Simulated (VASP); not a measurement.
# Cd2SnSe3 (P1) in VASP: single point with PBEsol

Aim: the single point of Cd2SnSe3 with PBEsol.

Program: VASP 6.6.1. These are calculated values, not measurements. Logs are shortened: lines on timing, memory, paths and dates and some standing lists are left out, and cuts for length are marked.

## 1. The cell of the first run

The typed cell holds 6 atoms: a = 6.560 Å, b = 6.654 Å, c = 6.559 Å, α = 47.52°, β = 47.85°, γ = 47.52°.

## 2. Single point, PBEsol

File INCAR:

```
ALGO     = Normal         # electronic algorithm
EDIFF    = 1E-7           # SCF threshold, eV
ENCUT    = 520            # plane-wave cutoff, eV
GGA      = PS             # functional
ISIF     = 2              # what is computed and relaxed
ISMEAR   = -1             # smearing method
LASPH    = T              # aspherical terms in the spheres
LCHARG   = T              # write CHGCAR
LELF     = T              # ELF
LREAL    = F              # projectors in reciprocal space
LVHAR    = T            
LWAVE    = F              # write WAVECAR
NBANDS   = 37             # bands
NELM     = 100            # most SCF steps
PREC     = Accurate       # precision mode
SIGMA    = 0.05           # smearing width, eV
```

File KPOINTS:

```
k-points
0
Gamma
  4 4 4
```

File POSCAR:

```
Cd2SnSe3
1.0
    2.6039076363      1.5694505838      5.8131005498
   -2.7208825327      1.5715166882      5.8650430501
   -0.0565246280     -3.0382828961      5.8131281483
Cd Sn Se
2 1 3
Direct
    0.8360880794      0.6597930135      0.4905808904
    0.5079529336      0.3333779975      0.1623414270
    0.1717466585     -0.0033826964     -0.1732867753
   -0.1958485736      0.4966047940      0.1943326971
    0.3414964478      0.0351230127      0.1142748618
   -0.1157929819     -0.0419041633      0.6569766570
```

Potentials or basis: VASP PAW PBE potentials, release 64 (Cd, Sn_d, Se).

The run is started by

```
$ cat potpaw_PBE.64/Cd/POTCAR potpaw_PBE.64/Sn_d/POTCAR potpaw_PBE.64/Se/POTCAR > POTCAR
$ mpirun -np 1 vasp_std > vasp.out
```

OUTCAR:

```text
EDIFF = 1E-7
   ENCUT = 520
   GGA = PS
   ISIF = 2
   ISMEAR = -1
   LASPH = T
   LREAL = F
   NELM = 100
   PREC = Accurate

 ion  position               nearest neighbor table
   1  0.836  0.660  0.491-   4 2.95   2 3.07   2 3.07   3 3.07   3 3.07   3 3.08   6 3.08   2 3.08

   2  0.508  0.333  0.162-   4 2.95   1 3.07   1 3.07   3 3.07   3 3.07   3 3.08   5 3.08   1 3.08

   3  0.172  0.997  0.827-   6 2.95   5 2.95   1 3.07   2 3.07   2 3.07   1 3.07   2 3.08   1 3.08

   4  0.804  0.497  0.194-   6 2.68   5 2.68   6 2.69   5 2.69   1 2.95   2 2.95
   5  0.341  0.035  0.114-   4 2.68   6 2.69   6 2.69   4 2.69   3 2.95   2 3.08
   6  0.884  0.958  0.657-   4 2.68   5 2.69   5 2.69   4 2.69   3 2.95   1 3.08

  LATTYP: Found a triclinic cell.
 ALAT       =     5.3246361762
 B/A-ratio  =     0.9992476867
 C/A-ratio  =     1.2496047086
 COS(alpha) =     0.0000634011
 COS(beta)  =     0.4176940319
 COS(gamma) =     0.4995472079

  Lattice vectors:

 A1 = (   2.6643579047,  -4.6097995843,  -0.0519149018)
 A2 = (  -2.6604322643,  -4.6077334799,   0.0000275985)
 A3 = (   2.7208825327,  -1.5715166882,  -5.8650430501)

Analysis of symmetry for initial positions (statically):
=====================================================================
 Subroutine PRICEL returns:
 Original cell was already a primitive cell.

 Routine SETGRP: Setting up the symmetry group for a
 triclinic supercell.

 Subroutine GETGRP returns: Found  1 space group operations
 (whereof  1 operations were pure point group operations)
 out of a pool of  2 trial point group operations.

The static configuration has the point symmetry C_1 .

Analysis of symmetry for dynamics (positions and initial velocities):
=====================================================================
 Subroutine PRICEL returns:
 Original cell was already a primitive cell.

 Routine SETGRP: Setting up the symmetry group for a
 triclinic supercell.

 Subroutine GETGRP returns: Found  1 space group operations
 (whereof  1 operations were pure point group operations)
 out of a pool of  2 trial point group operations.

The dynamic configuration has the point symmetry C_1 .

 Subroutine INISYM returns: Found  1 space group operations
 (whereof  1 operations are pure point group operations),
 and found     1 'primitive' translations

----------------------------------------------------------------------------------------

                                     Primitive cell

  volume of cell :     143.0642

  direct lattice vectors                    reciprocal lattice vectors
     2.603907636  1.569450584  5.813100550     0.188412557  0.108240368  0.058404838
    -2.720882533  1.571516688  5.865043050    -0.187225491  0.108101358  0.054679623
    -0.056524628 -3.038282896  5.813128148     0.000485871 -0.217306625  0.058451913

  length of vectors
     6.560156105  6.653690437  6.559482972     0.225003097  0.223000335  0.225031179

  position of ions in fractional coordinates (direct lattice)
     0.836088079  0.659793013  0.490580890
     0.507952934  0.333377998  0.162341427
     0.171746658  0.996617304  0.826713225
     0.804151426  0.496604794  0.194332697
     0.341496448  0.035123013  0.114274862
     0.884207018  0.958095837  0.656976657

  ion indices of the primitive-cell ions
   primitive index   ion index
                 1           1
                 2           2
                 3           3
                 4           4
                 5           5
                 6           6

----------------------------------------------------------------------------------------

 KPOINTS: k-points

Automatic generation of k-mesh.
 Grid dimensions read from file:
 generate k-points for:    4    4    4

 Generating k-lattice:

  Cartesian coordinates                     Fractional coordinates (reciprocal lattice)
     0.047103139  0.027060092  0.014601210     0.250000000  0.000000000  0.000000000
    -0.046806373  0.027025340  0.013669906     0.000000000  0.250000000  0.000000000
     0.000121468 -0.054326656  0.014612978     0.000000000 -0.000000000  0.250000000

  Length of vectors
     0.056250774  0.055750084  0.056257795

  Shift w.r.t. Gamma in fractional coordinates (k-lattice)
     0.000000000  0.000000000  0.000000000

 Subroutine IBZKPT returns following result:
 ===========================================

 Found     36 irreducible k-points:

 Following reciprocal coordinates:
            Coordinates               Weight
  0.000000  0.000000  0.000000      1.000000
  0.250000  0.000000  0.000000      2.000000
  0.500000  0.000000  0.000000      1.000000
 -0.000000  0.250000  0.000000      2.000000
  0.250000  0.250000  0.000000      2.000000
  0.500000  0.250000  0.000000      2.000000
[... 16 lines left out ...]
 -0.000000 -0.250000  0.250000      2.000000
  0.250000 -0.250000  0.250000      2.000000
 [... further k-points ...]
   k-points           NKPTS =     36   k-points in BZ     NKDIM =     36   number of bands    NBANDS=     37
   number of dos      NEDOS =    301   number of ions     NIONS =      6
   total plane-waves  NPLWV = 125000
   dimension x,y,z NGX =    50 NGY =   50 NGZ =   50
   dimension x,y,z NGXF=   100 NGYF=  100 NGZF=  100
   ions per type =               2   1   3
   NGX,Y,Z   is equivalent  to a cutoff of  12.67, 12.49, 12.67 a.u.
   NGXF,Y,Z  is equivalent  to a cutoff of  25.34, 24.99, 25.34 a.u.
 SYSTEM =  unknown system
   PREC   = accura    normal or accurate (medium, high low for compatibility)
   ISTART =      0    job   : 0-new  1-cont  2-samecut
   ICHARG =      2    charge: 1-file 2-atom 10-const
   ISPIN  =      1    spin polarized calculation?
   LNONCOLLINEAR =      F non collinear calculations
   LSORBIT =      F    spin-orbit coupling
   LASPH  =      T    aspherical Exc in radial PAW
   ENCUT  =  520.0 eV  38.22 Ry    6.18 a.u.  12.20 12.37 12.20*2*pi/ulx,y,z
   NELM   =    100;   NELMIN=  2; NELMDL= -5     # of ELM steps
   EDIFF  = 0.1E-06   stopping-criterion for ELM
   LREAL  =      F    real-space projection
   EDIFFG = 0.1E-05   stopping-criterion for IOM
   NSW    =      0    number of steps for IOM
   IBRION =     -1    ionic relax: 0-MD 1-quasi-New 2-CG
   NFREE  =      0    steps in history (QN), initial steepest desc. (CG)
   ISIF   =      2    stress and relaxation
   ISYM   =      2    0-nonsym 1-usesym 2-fastsym
   POTIM  = 0.5000    time-step for ionic-motion
   TEBEG  =    0.0;   TEEND  =   0.0 temperature during run
   PSTRESS=    0.0 pullay stress
   NELECT =      56.0000    total number of electrons
   NUPDOWN=      -1.0000    fix difference up-down
   EMIN   =  10.00;   EMAX   =-10.00  energy-range for DOS
   EFERMI =   0.00;   METHOD = LEGACY
   ISMEAR =    -1;   SIGMA  =   0.05  broadening in eV -4-tet -1-fermi 0-gaus
   EFERMI_NEDOS =   21; number of points for ismear=-14 and -15
   IALGO  =     38    algorithm
   IMIX   =      4    mixing-type and parameters
     AMIX     =   0.40;   BMIX     =  1.00
     AMIX_MAG =   1.60;   BMIX_MAG =  1.00
  volume/ion in A,a.u.               =      23.84       160.91
  Fermi-wavevector in a.u.,A,eV,Ry     =   1.197551  2.263042 19.512488  1.434127
  Thomas-Fermi vector in A             =   2.333463
   LORBIT       =      0    0 simple, 1 ext, 2 COOP (PROOUT), +10 PAW based schemes
   GGA     = PS    functional components
   LHFCALC =     F    Hartree Fock is set to
   AEXX    =    0.0000 exact exchange contribution
   IVDW    =     0    specifies the selected vdW correction
   LEPSILON=     F    determine dielectric tensor
   LRPA    =     F    only Hartree local field effects (RPA)
 non-spin polarized calculation
  energy-cutoff  :      520.00
  volume of cell :      143.06
 maximum number of plane-waves:      3874
 NGX is ok and might be reduce to    50
   NGX = 25   NGY = 25   NGZ = 25

 number of electron      56.0000001 magnetization

 Free energy of the ion-electron system (eV)
  ---------------------------------------------------
  ext. energy  EPLUGINS =         0.00000000
  ---------------------------------------------------
  free energy    TOTEN  =       -18.50618775 eV

  energy without entropy =      -18.48836599  energy(sigma->0) =      -18.49727687

 E-fermi :   4.4019     XC(G=0): -10.2385

 val. band max:        4.2561977604   @ k =   0.2500   0.2500   0.2500
 cond. band min:       4.4175279916   @ k =   0.2500  -0.0000   0.2500
 fundamental gap:      0.1613302312
 Fermi energy:         4.4019376979

 k-point     1 :       0.0000    0.0000    0.0000
  band No.  band energies     occupation
      1     -16.9716      2.00000
      2     -16.9249      2.00000
      3     -16.9226      2.00000
      4     -16.8566      2.00000
      5     -16.8561      2.00000
      6     -11.6111      2.00000
[... 29 lines left out ...]
     36       9.0523      0.00000
     37       9.9699      0.00000

 k-point     2 :       0.2500    0.0000    0.0000
  band No.  band energies     occupation
      1     -16.9705      2.00000
      2     -16.9250      2.00000
      3     -16.9227      2.00000
      4     -16.8574      2.00000
      5     -16.8564      2.00000
      6     -11.2934      2.00000
[... 29 lines left out ...]
     36       9.2963      0.00000
     37       9.6062      0.00000

 k-point     3 :       0.5000    0.0000    0.0000
  band No.  band energies     occupation
      1     -16.9694      2.00000
      2     -16.9251      2.00000
      3     -16.9229      2.00000
      4     -16.8586      2.00000
      5     -16.8565      2.00000
      6     -10.6924      2.00000
[... 29 lines left out ...]
     36      10.0770      0.00000
     37      10.8107      0.00000

 k-point     4 :      -0.0000    0.2500    0.0000
  band No.  band energies     occupation
      1     -16.9708      2.00000
      2     -16.9250      2.00000
      3     -16.9228      2.00000
      4     -16.8578      2.00000
      5     -16.8561      2.00000
      6     -11.2954      2.00000
[... 29 lines left out ...]
     36       9.2830      0.00000
     37       9.6429      0.00000
[... 683 lines left out ...]
      1     -16.9693      2.00000
      2     -16.9250      2.00000
      3     -16.9229      2.00000
      4     -16.8579      2.00000
      5     -16.8572      2.00000
      6     -10.6875      2.00000
[... 29 lines left out ...]
     36       9.7460      0.00000
     37      10.4437      0.00000

 k-point    23 :      -0.0000   -0.2500    0.2500
  band No.  band energies     occupation
      1     -16.9697      2.00000
      2     -16.9251      2.00000
      3     -16.9229      2.00000
      4     -16.8583      2.00000
      5     -16.8568      2.00000
      6     -10.7288      2.00000
[... 29 lines left out ...]
     36      10.0751      0.00000
     37      10.5220      0.00000

 k-point    24 :       0.2500   -0.2500    0.2500
  band No.  band energies     occupation
      1     -16.9694      2.00000
      2     -16.9251      2.00000
      3     -16.9227      2.00000
      4     -16.8590      2.00000
      5     -16.8561      2.00000
      6     -10.7040      2.00000
[... 29 lines left out ...]
     36      10.1537      0.00000
     37      10.8224      0.00000

 [... further k-points ...]
[... 5 lines left out ...]
  --------------------------------------------------------------------------------------
  -------------------------------------------------------------------------------------
  Total        0.1167090      0.1181724      0.1040100     -0.0039142     -0.0044100      0.0047913
  in kB        1.3070250      1.3234137      1.1648087     -0.0438348     -0.0493873      0.0536578
  external PRESSURE =       1.2650824 kB  Pullay stress =       0.0000000 kB

 VOLUME and BASIS-vectors are now :
 -----------------------------------------------------------------------------
  energy-cutoff  :      520.00
  volume of cell :      143.06
      direct lattice vectors                 reciprocal lattice vectors
     2.603907636  1.569450584  5.813100550     0.188412557  0.108240368  0.058404838
    -2.720882533  1.571516688  5.865043050    -0.187225491  0.108101358  0.054679623
    -0.056524628 -3.038282896  5.813128148     0.000485871 -0.217306625  0.058451913

 POSITION                                       TOTAL-FORCE (eV/Angst)
 -----------------------------------------------------------------------------------
      0.35415      0.85855     11.58179        -0.000747     -0.002273      0.002145
      0.40640      0.82788      5.85177        -0.002576     -0.002360     -0.001727
     -2.31120     -0.67604     11.64937         0.001737      0.002099      0.000194
      0.73175      1.45206      8.71690        -0.000493     -0.001013     -0.000057
      0.78720      0.24396      2.85545        -0.000058      0.002903     -0.001344
     -0.34161      0.89730     14.57835         0.002137      0.000645      0.000789
 -----------------------------------------------------------------------------------
    total drift:                               -0.000068      0.000183      0.000087

  FREE ENERGIE OF THE ION-ELECTRON SYSTEM (eV)
  ---------------------------------------------------
  free  energy   TOTEN  =       -18.5061877479 eV

  energy  without entropy=      -18.4883659900  energy(sigma->0) =      -18.49727687
```

It took 2.4 min on 1 thread of Intel Xeon Platinum 8559C (Emerald Rapids), shared host; peak memory 0.43 GiB.

Results:

| Quantity | Value |
| --- | --- |
| Free energy | -18.5062 eV |
| Pressure | 0.1 GPa |
| Largest force | 0.004 eV/Å |
| Band gap on the k mesh | zero (bands 28 and 29 overlap by 1.66 eV) |

Forces in eV/Å, atoms in the order of the input:
```
Cd  -0.001 -0.002  0.002
Cd  -0.003 -0.002 -0.002
Sn   0.002  0.002  0.000
Se   0.000 -0.001  0.000
Se   0.000  0.003 -0.001
Se   0.002  0.001  0.001
```

Levels at points of the mesh, in eV from the Fermi level:
| k point | band 26 | band 27 | band 28 | band 29 | band 30 | band 31 |
| --- | --- | --- | --- | --- | --- | --- |
| (0.00, 0.00, 0.00) | -0.47 | 0.03 | 0.19 | 1.06 | 1.19 | 1.80 |
| (0.50, 0.00, 0.00) | -2.46 | -1.84 | -1.60 | -1.46 | 1.29 | 3.01 |
| (0.00, 0.50, 0.00) | -2.45 | -1.67 | -1.54 | -1.44 | 1.42 | 3.25 |
| (0.50, 0.50, 0.00) | -1.99 | -1.75 | -1.47 | -1.24 | -0.62 | 2.38 |
| (0.00, 0.00, 0.50) | -2.46 | -1.84 | -1.60 | -1.46 | 1.29 | 3.01 |
| (0.50, 0.00, 0.50) | -2.03 | -1.79 | -1.50 | -1.40 | -0.64 | 1.59 |
| (0.00, 0.50, 0.50) | -1.99 | -1.75 | -1.47 | -1.24 | -0.62 | 2.38 |
| (0.50, 0.50, 0.50) | -0.68 | -0.34 | 0.03 | 0.43 | 0.96 | 1.69 |

Caveat: the PAW data sets were made with another functional, which shifts forces and pressure a little; spin-orbit coupling is left out, which moves the levels of the heavy elements.

The gap in the log of VASP goes by the Fermi energy; the results here count the filled bands.